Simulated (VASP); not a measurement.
Wanted: the native input for a VASP 6.6.1 run.

```yaml
Task: single point
Functional: PBE
Potentials_or_basis: VASP PAW PBE potentials, release 64 (Si)
Cutoff: 520 eV
k_mesh: 8 × 8 × 6
Occupations: gaussian, width 0.05 eV
Spin: no spin polarisation
Dipole_correction: no
Further_INCAR_settings: ALGO = Normal; EDIFF = 1e-06; NBANDS = 16
```

The structure of Si lies in POSCAR:

```
Si
1.0
    0.0000000000     -2.7347607592     -2.7347607592
    0.0000000000      2.7347607592     -2.7347607592
    5.4695215184      0.0000000000      0.0000000000
Si
4
Direct
    0.5097832856      0.4986566564      0.0000000000
   -0.0097832856      0.0013433436      0.5000000000
    0.9941739918      0.4840843678      0.2500000000
    0.5058260082      0.0159156322      0.7500000000
```

This cell differs from its parent crystal: atoms displaced along several vibrational modes.

These files were run (other wordings do the same):

INCAR

```
PREC = Accurate
ENCUT = 520
EDIFF = 1E-6
ISMEAR = 0
SIGMA = 0.05
LREAL = False
LASPH = True
NELM = 60
ALGO = Normal
ISIF = 2
LWAVE = False
LCHARG = False
GGA = PE
NBANDS = 16
```

KPOINTS

```
Automatic mesh
0
Gamma
  8 8 6
```

Potentials or basis: VASP PAW PBE potentials, release 64 (Si).

Run with:

```bash
$ cat potpaw_PBE.64/Si/POTCAR > POTCAR
$ mpirun -np 1 vasp_std > vasp.out
```

It gave:

```yaml
Pressure: 0.3 GPa
Largest_force: 0.961 eV/Å
Band_gap_on_the_k_mesh: 0.58 eV
```

Caveat: the cell differs from its parent crystal (atoms displaced along several vibrational modes); semilocal functionals underestimate gaps, and a narrow one can read as zero.

It took 120 s on 1 thread of Intel(R) Xeon(R) Platinum 8488C (Sapphire Rapids) (shared host), peak memory 0.26 GiB.
